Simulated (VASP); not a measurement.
A run of VASP 6.6.1:

File INCAR:

```
  PREC = Accurate
  ENCUT = 520
  EDIFF = 1E-6
  ISMEAR = 0
  SIGMA = 0.02
  LREAL = False
  LASPH = True
  NELM = 80
  ALGO = Normal
  ISIF = 2
  LWAVE = False
  LCHARG = False
  GGA = PS
  NBANDS = 27
```

The input KPOINTS:

```
regular mesh
0
Gamma
  6 6 6
```

Contents of POSCAR:

```
Se
1.0
    5.3607328585      3.0950205589      1.6079807716
   -5.3607328585      3.0950205589      1.6079807716
    0.0000000000     -6.1900411178      1.6079807714
Se
6
Direct
    0.2920272467      0.1596005966      0.9001155378
    0.9001155378      0.2920272467      0.1596005966
    0.1596005966      0.9001155378      0.2920272467
    0.7079727533      0.8403994034      0.0998844622
    0.0998844622      0.7079727533      0.8403994034
    0.8403994034      0.0998844622      0.7079727533
```

Potentials or basis: VASP PAW PBE potentials, release 64 (Se).

The run is started by

```bash
$ cat potpaw_PBE.64/Se/POTCAR > POTCAR
$ mpirun -np 1 vasp_std > vasp.out
```

Hardware: 1 thread of Oxide Virtual Turin-like Processor, with other jobs on the host.

Q: How long does it take, and how much memory?

A: Run time: 3.2 min on 1 thread of Oxide Virtual Turin-like Processor, with other jobs on the host, peak memory 0.34 GiB. Counts: scf iterations 12, k points 40.
